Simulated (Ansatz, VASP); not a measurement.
**One calculation of Pd, two programs**

```
Pd
1.0
     0.00000    1.89794    1.89794
     1.89794    0.00000    1.89794
     1.89794    1.89794    0.00000
Pd
1
Direct
  0.00000 0.00000 0.00000
```

Alike in both runs: task single point; functional PBEsol; k mesh 18 × 18 × 18; occupations gaussian, width 0.1 eV; no spin polarisation.

|  | VASP | Ansatz |
| --- | --- | --- |
| version | VASP 6.6.1 | Ansatz 0.2.0 |
| potentials or method | VASP PAW PBE potentials, release 64 (Pd), cutoff 520 eV | scalar-relativistic, plane waves, PAW |
| valence electrons in the cell | 10 | 18 |

Ansatz gave:

```
gap on the k mesh at the Fermi level (eV) : none
pressure (GPa)                            : 15.0
```

Which values does VASP return?

gap on the k mesh at the Fermi level (eV): none; pressure (GPa): 14.6.

VASP's potentials were made for PBE, not for PBEsol. A gap of «none» marks a metal or a gap that the smearing closes. VASP's potentials hold 10 valence electrons a cell and Ansatz's 18, so a difference there can come from the potentials and not from the codes.
